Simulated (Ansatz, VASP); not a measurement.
# BN in VASP and in Ansatz

INCAR

```
SYSTEM = BN
ALGO     = Normal         ! electronic algorithm
DIPOL    = 0.5 0.5 0.500
EDIFF    = 1E-7           ! SCF threshold, eV
EDIFFG   = -0.01          ! ionic threshold
ENCUT    = 520            ! plane-wave cutoff, eV
GGA      = PE             ! functional
IBRION   = 2              ! ionic algorithm
IDIPOL   = 3            
ISIF     = 2              ! what is computed and relaxed
ISMEAR   = 0              ! smearing method
IVDW     = 12             ! dispersion correction
LASPH    = .TRUE.         ! aspherical terms in the spheres
LCHARG   = .FALSE.        ! write CHGCAR
LDIPOL   = .TRUE.       
LREAL    = .FALSE.        ! projectors in reciprocal space
LWAVE    = .FALSE.        ! write WAVECAR
NELM     = 100            ! most SCF steps
NSW      = 60             ! ionic steps
PREC     = Accurate       ! precision mode
SIGMA    = 0.02           ! smearing width, eV
```

File KPOINTS:

```
k-points
0
G
  12 12 1
  0 0 0
```

The input POSCAR:

```
BN
1.0
    2.5087620658      0.0000000000      0.0000000000
   -1.2543810329      2.2161047147      0.0000000000
    0.0000000000      0.0000000000     26.0000000000
B N
1 1
Direct
    0.0000000000      0.0000000000      0.5000000000
    0.6666666667      0.3333333333      0.5000000000
```

Input for Ansatz:

```yaml
crystal:
  lattice:
    - [2.5087620658, 0.0, 0.0]
    - [-1.2543810329, 2.2161047147, 0.0]
    - [0.0, 0.0, 26.0]
  atoms:
    - { symbol: B, position: [0.0, 0.0, 0.5] }
    - { symbol: "N", position: [0.6666666667, 0.3333333333, 0.5] }
  periodic: [true, true, false]
basis:
  ecutwfc: 420
kpoints:
  mp_grid: { grid: [12, 12, 1] }
  band_path:
    path:
      - [0, 0, 0]
      - [0.5, 0, 0]
      - [0.3333333333333, 0.3333333333333, 0]
      - [0, 0, 0]
    npoints: 8
hamiltonian:
  xc: pbe
  dispersion: d3bj
scf:
  occupations: { method: gaussian, width: 0.02 }
output:
  forces: true
  stress: true
  eigenvalues: true
  write_density: true
  write_potential: true
  elf: true
  volumetric_format: npy
relax:
  adjacent_minimum: "off"
  f_tol: 0.01
  max_steps: 40
```

Change from the starting cell: strain along y +0.020, atoms relaxed.

Alike in both runs: task relaxation of the atoms; functional PBE; dispersion D3(BJ); k mesh 12 × 12 × 1; occupations gaussian, width 0.02 eV; no spin polarisation.

|  | VASP | Ansatz |
| --- | --- | --- |
| version | VASP 6.6.1 | Ansatz 0.2.0 |
| potentials or method | VASP PAW PBE potentials, release 64 (B, N), cutoff 520 eV | scalar-relativistic, plane waves, PAW |
| valence electrons in the cell | 8 | 8 |

```csv
,VASP,Ansatz,Ansatz less VASP
"gap on the k mesh at the Fermi level, each at its own relaxed structure (eV)",4.60,4.60,+0.002
```

Ansatz's warnings: stress scf threshold loose.
